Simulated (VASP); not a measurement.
Runs of VASP 6.6.1 on GaN. Symmetry: Fm-3m, No. 225, cubic system. Conventional cell: a = 4.217 Å, b = 4.217 Å, c = 4.217 Å, α = 90.00°, β = 90.00°, γ = 90.00°. Within 2.8 Å of Ga (site symmetry m-3m) lie 6 N at 2.11 Å. Within 2.8 Å of N (site symmetry m-3m) lie 6 Ga at 2.11 Å. 

```csv
level,k mesh,smearing,gap on the mesh (eV),pressure (GPa)
PBE-based screened hybrid with 75 % exact exchange,6 × 6 × 6,gaussian 0.01 eV,(b),-11.0
PBE,8 × 8 × 8,fermi-dirac 0.5 eV,-,11.4
PBE-based screened hybrid with 35 % exact exchange,6 × 6 × 6,gaussian 0.01 eV,2.94,-4.7
PBE-based screened hybrid with 30 % exact exchange,6 × 6 × 6,gaussian 0.01 eV,(c),-2.2
PBE-based global hybrid with 50 % exact exchange,6 × 6 × 6,gaussian 0.01 eV,(a),-9.6
```

Alike in all rows: no spin polarisation; cell a = 2.982 Å, angles 60.0°, 2 atoms.

Problem. Estimate the missing entries.

Solution. (a) 4.80; (b) 3.03; (c) 2.16.

Caveats: some runs use coarse meshes; the PAW data sets were made with another functional, which shifts forces and pressure a little (at least some runs); the cell stands under pressure (at least some runs); so wide a smearing shifts energies and pressures (at least some runs).

A k mesh can miss the band edges, and the runs leave out spin-orbit coupling on Ga.
